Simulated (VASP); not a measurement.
Input of a VASP 6.6.1 run:

The input INCAR:

```
SYSTEM = GaC
  PREC = Accurate
  ENCUT = 600
  EDIFF = 1E-7
  ISMEAR = -1
  SIGMA = 0.05
  LREAL = .False.
  LASPH = .True.
  NELM = 120
  ALGO = Normal
  ISIF = 3
  LWAVE = .False.
  LCHARG = .False.
  GGA = PS
  IBRION = 2
  NSW = 60
  EDIFFG = -0.03
  GGA_COMPAT = .False.
  NELMIN = 4
```

Contents of KPOINTS:

```
Automatic mesh
0
Gamma
  8 8 8
  0 0 0
```

File POSCAR:

```
GaC
1.0
    0.0000000000      2.3206573185      2.3206573185
    2.3206573185      0.0000000000      2.3206573185
    2.3206573185      2.3206573185      0.0000000000
Ga C
1 1
Direct
    0.0000000000      0.0000000000      0.0000000000
    0.2500000000      0.2500000000      0.2500000000
```

Potentials or basis: VASP PAW PBE potentials, release 64 (Ga_d, C).

Command:

```bash
$ cat potpaw_PBE.64/Ga_d/POTCAR potpaw_PBE.64/C/POTCAR > POTCAR
$ mpirun -np 1 vasp_std > vasp.out
```

Task: What does it give for the relaxed cell?

Result: a = 3.274 Å, b = 3.274 Å, c = 3.274 Å, α = 60.00°, β = 60.00°, γ = 60.00°.

Task: Estimate the relaxed volume.

Result: 12.41 Å³/atom.

Task: What does it give for the space group after relaxing (to 0.05 Å)?

Result: F-43m (No. 216).

The path:
```csv
step,energy change (eV),largest force (eV/Å),pressure (GPa),volume (Å³)
1,0.0000,0.0000,-0.65,25.00
2,-0.0002,0.0000,0.37,24.81
```

Caveat: the PAW data sets were made with another functional, which shifts forces and pressure a little.
